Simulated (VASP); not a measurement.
# W (Im-3m) in VASP: further runs, part 2 of 2

VASP 6.6.1. Earlier steps stand in the parts before.

## Step 3: Single point, PBE

This run uses another cell than the first one, of 15.21 Å³/atom, 1.021 times its volume.

INCAR

```
SYSTEM = W
PREC = Accurate
ENCUT = 500
EDIFF = 1E-6
ISMEAR = -1
SIGMA = 0.15
LREAL = .False.
LASPH = .True.
NELM = 120
ALGO = Normal
ISIF = 2
LWAVE = .False.
LCHARG = .False.
GGA = PE
NBANDS = 13
GGA_COMPAT = .False.
```

KPOINTS

```
Automatic mesh
0
Gamma
  13 13 13
  0 0 0
```

POSCAR

```
W
1.0
   -1.5609593379      1.5609593379      1.5609593379
    1.5609593379     -1.5609593379      1.5609593379
    1.5609593379      1.5609593379     -1.5609593379
W
1
Direct
    0.0000000000      0.0000000000      0.0000000000
```

Potentials or basis: VASP PAW PBE potentials, release 64 (W_sv).

On the command line:

```bash
$ cat potpaw_PBE.64/W_sv/POTCAR > POTCAR
$ mpirun -np 1 vasp_std > vasp.out
```

OUTCAR:

```text
SYSTEM = W
   PREC = Accurate
   ENCUT = 500
   EDIFF = 1E-6
   ISMEAR = -1
   LREAL = .False.
   LASPH = .True.
   NELM = 120
   ISIF = 2
   GGA = PE

 ion  position               nearest neighbor table
   1  0.000  0.000  0.000-

  LATTYP: Found a body centered cubic cell.
 ALAT       =     3.1219186758

  Lattice vectors:

 A1 = (  -1.5609593379,   1.5609593379,   1.5609593379)
 A2 = (   1.5609593379,  -1.5609593379,   1.5609593379)
 A3 = (   1.5609593379,   1.5609593379,  -1.5609593379)

Analysis of symmetry for initial positions (statically):
=====================================================================
 Subroutine PRICEL returns:
 Original cell was already a primitive cell.

 Routine SETGRP: Setting up the symmetry group for a
 body centered cubic supercell.

 Subroutine GETGRP returns: Found 48 space group operations
 (whereof 48 operations were pure point group operations)
 out of a pool of 48 trial point group operations.

The static configuration has the point symmetry O_h .

Analysis of symmetry for dynamics (positions and initial velocities):
=====================================================================
 Subroutine PRICEL returns:
 Original cell was already a primitive cell.

 Routine SETGRP: Setting up the symmetry group for a
 body centered cubic supercell.

 Subroutine GETGRP returns: Found 48 space group operations
 (whereof 48 operations were pure point group operations)
 out of a pool of 48 trial point group operations.

The dynamic configuration has the point symmetry O_h .

 Subroutine INISYM returns: Found 48 space group operations
 (whereof 48 operations are pure point group operations),
 and found     1 'primitive' translations

----------------------------------------------------------------------------------------

                                     Primitive cell

  volume of cell :      15.2137
[... 106 lines left out ...]
     AMIX     =   0.40;   BMIX     =  1.00
     AMIX_MAG =   1.60;   BMIX_MAG =  1.00
  volume/ion in A,a.u.               =      15.21       102.67
  Fermi-wavevector in a.u.,A,eV,Ry     =   1.592353  3.009110 34.498755  2.535587
  Thomas-Fermi vector in A             =   2.690751
   LORBIT       =      0    0 simple, 1 ext, 2 COOP (PROOUT), +10 PAW based schemes
   GGA     = PE    functional components
   LHFCALC =     F    Hartree Fock is set to
   AEXX    =    0.0000 exact exchange contribution
   IVDW    =     0    specifies the selected vdW correction
   LEPSILON=     F    determine dielectric tensor
   LRPA    =     F    only Hartree local field effects (RPA)
 non-spin polarized calculation
  energy-cutoff  :      500.00
  volume of cell :       15.21
 maximum number of plane-waves:       399
   NGX =  9   NGY =  9   NGZ =  9

 number of electron      14.0000003 magnetization

 Free energy of the ion-electron system (eV)
  ---------------------------------------------------
  ext. energy  EPLUGINS =         0.00000000
  ---------------------------------------------------
  free energy    TOTEN  =       -12.92090528 eV

  energy without entropy =      -12.89390158  energy(sigma->0) =      -12.90740343

 E-fermi :  12.0610     XC(G=0): -13.8750

 val. band max:       11.9256611834   @ k =  -0.3077   0.3077   0.2308
 cond. band min:      12.1096071731   @ k =  -0.4615   0.4615   0.2308
 fundamental gap:      0.1839459897
 Fermi energy:        12.0609891313

 k-point     1 :       0.0000    0.0000    0.0000
  band No.  band energies     occupation
      1     -62.0822      2.00000
      2     -25.5782      2.00000
      3     -25.5781      2.00000
      4     -25.5781      2.00000
      5       2.1854      2.00000
      6      10.7485      1.99968
      7      10.7485      1.99968
      8      10.7485      1.99968
      9      14.4086      0.00000
     10      14.4086      0.00000
     11      26.6563      0.00000
     12      26.6563      0.00000
     13      26.6563      0.00000
[... 354 lines left out ...]
  band No.  band energies     occupation
      1     -61.9658      2.00000
      2     -26.6362      2.00000
      3     -25.9033      2.00000
      4     -25.6609      2.00000
      5       5.8768      2.00000
      6       8.8002      2.00000
      7       9.5575      2.00000
      8      14.1759      0.00000
      9      14.8521      0.00000
     10      16.2830      0.00000
     11      26.6681      0.00000
     12      27.3675      0.00000
     13      31.2856      0.00000

 [... further k-points ...]
[... 5 lines left out ...]
  --------------------------------------------------------------------------------------
  -------------------------------------------------------------------------------------
  Total        1.9751253      1.9751253      1.9751253      0.0000000      0.0000000     -0.0000000
  in kB      208.0034215    208.0034215    208.0034215      0.0000000      0.0000000     -0.0000000
  external PRESSURE =     208.0034215 kB  Pullay stress =       0.0000000 kB

 VOLUME and BASIS-vectors are now :
 -----------------------------------------------------------------------------
  energy-cutoff  :      500.00
  volume of cell :       15.21
      direct lattice vectors                 reciprocal lattice vectors
    -1.560959338  1.560959338  1.560959338     0.000000000  0.320315839  0.320315839
     1.560959338 -1.560959338  1.560959338     0.320315839  0.000000000  0.320315839
     1.560959338  1.560959338 -1.560959338     0.320315839  0.320315839  0.000000000

 POSITION                                       TOTAL-FORCE (eV/Angst)
 -----------------------------------------------------------------------------------
      0.00000      0.00000      0.00000         0.000000      0.000000     -0.000000
 -----------------------------------------------------------------------------------
    total drift:                                0.000000     -0.000000      0.000000

  FREE ENERGIE OF THE ION-ELECTRON SYSTEM (eV)
  ---------------------------------------------------
  free  energy   TOTEN  =       -12.9209052839 eV

  energy  without entropy=      -12.8939015796  energy(sigma->0) =      -12.90740343
```

Wall time 5 s (1 thread of Intel Xeon 6975P-C (Granite Rapids), shared host); peak memory 0.13 GiB.

Results:

| Quantity | Value |
| --- | --- |
| Free energy | -12.9209 eV |
| Pressure | 20.8 GPa |
| Band gap on the k mesh | zero (band 7 reaches 16.82 eV, above the bottom of band 8 at 10.75 eV) |

Levels at points of the mesh, in eV from the Fermi level:
| k point | band 4 | band 5 | band 6 | band 7 | band 8 | band 9 | band 10 | band 11 |
| --- | --- | --- | --- | --- | --- | --- | --- | --- |
| (0.00, 0.00, 0.00) | -37.64 | -9.88 | -1.31 | -1.31 | -1.31 | 2.35 | 2.35 | 14.60 |

Caveat: spin-orbit coupling is left out, which moves the levels of the heavy elements.

## Step 4: Single point, PBE

This run uses another cell than the first one, of 15.53 Å³/atom, 1.043 times its volume.

INCAR

```
ALGO = Normal
EDIFF = 1E-6
ENCUT = 500
GGA = PE
GGA_COMPAT = False
ISIF = 2
ISMEAR = -1
LASPH = True
LCHARG = True
LELF = True
LREAL = False
LVHAR = True
LWAVE = False
NBANDS = 13
NELM = 120
PREC = Accurate
SIGMA = 0.15
```

KPOINTS

```
k-points
0
Gamma
  13 13 13
```

POSCAR

```
W
1.0
   -1.5717249149      1.5717249149      1.5717249149
    1.5717249149     -1.5717249149      1.5717249149
    1.5717249149      1.5717249149     -1.5717249149
W
1
Direct
    0.0000000000      0.0000000000      0.0000000000
```

On the command line:

```bash
$ cat potpaw_PBE.64/W_sv/POTCAR > POTCAR
$ mpirun -np 1 vasp_std > vasp.out
```

It took 5.3 s on 1 thread of Intel Xeon 6975P-C (Granite Rapids), shared host; peak memory 0.13 GiB.

Results (log left out):

```yaml
Free_energy: -12.9545 eV
Pressure: 13.1 GPa
Band_gap_on_the_k_mesh: zero (band 7 reaches 16.38 eV, above the bottom of band 8 at 10.48 eV)
```

Levels at points of the mesh, in eV from the Fermi level:
```csv
k point,band 3,band 4,band 5,band 6,band 7,band 8,band 9,band 10,band 11,band 12
"(0.00, 0.00, 0.00)",-37.69,-37.69,-9.76,-1.27,-1.27,-1.27,2.30,2.30,14.56,14.56
```

Caveat: spin-orbit coupling is left out, which moves the levels of the heavy elements.

## Step 5: Single point, PBE

This run uses another cell than the first one, of 16.80 Å³/atom, 1.128 times its volume.

INCAR

```
ALGO     = Normal         # electronic algorithm
EDIFF    = 1E-6           # SCF threshold, eV
ENCUT    = 500            # plane-wave cutoff, eV
GGA      = PE             # functional
GGA_COMPAT= False        
ISIF     = 2              # what is computed and relaxed
ISMEAR   = -1             # smearing method
LASPH    = True           # aspherical terms in the spheres
LCHARG   = True           # write CHGCAR
LELF     = True           # ELF
LREAL    = False          # projectors in reciprocal space
LVHAR    = True         
LWAVE    = False          # write WAVECAR
NBANDS   = 13             # bands
NELM     = 120            # most SCF steps
PREC     = Accurate       # precision mode
SIGMA    = 0.15           # smearing width, eV
```

KPOINTS is that of step 4.

POSCAR

```
W
1.0
   -1.6133792515      1.6133792515      1.6133792515
    1.6133792515     -1.6133792515      1.6133792515
    1.6133792515      1.6133792515     -1.6133792515
W
1
Direct
    0.0000000000      0.0000000000      0.0000000000
```

On the command line:

```bash
$ cat potpaw_PBE.64/W_sv/POTCAR > POTCAR
$ mpirun -np 1 vasp_std > vasp.out
```

Wall time 5.5 s (1 thread of Intel Xeon 6975P-C (Granite Rapids), shared host); peak memory 0.13 GiB.

The run converged. Its results:

```yaml
Free_energy: -12.9570 eV
Pressure: -11.0 GPa
Band_gap_on_the_k_mesh: zero (band 7 reaches 14.79 eV, above the bottom of band 8 at 9.49 eV)
```

Levels at points of the mesh, in eV from the Fermi level:
| k point | band 3 | band 4 | band 5 | band 6 | band 7 | band 8 | band 9 | band 10 | band 11 | band 12 |
| --- | --- | --- | --- | --- | --- | --- | --- | --- | --- | --- |
| (0.00, 0.00, 0.00) | -37.89 | -37.89 | -9.30 | -1.12 | -1.12 | -1.12 | 2.14 | 2.14 | 14.39 | 14.39 |

Caveat: spin-orbit coupling is left out, which moves the levels of the heavy elements.

## Step 6: The runs side by side

| cell | gap on the mesh (eV) | pressure (GPa) |
| --- | --- | --- |
| a = 2.685 Å, angles 109.5°, 1 atom | none | 29.4 |
| a = 2.704 Å, angles 109.5°, 1 atom | none | 20.8 |
| a = 2.722 Å, angles 109.5°, 1 atom | none | 13.1 |
| a = 2.794 Å, angles 109.5°, 1 atom | none | -11.0 |

Alike in all rows: task single point; level PBE; potentials or basis VASP PAW PBE potentials, release 64 (W_sv); no spin polarisation; k mesh 13 × 13 × 13; cutoff (eV) 500; smearing fermi-dirac 0.15 eV.

Caveats: spin-orbit coupling is left out, which moves the levels of the heavy elements.

Total energies depend on the potentials used, so only differences within one code and one set of settings carry meaning.
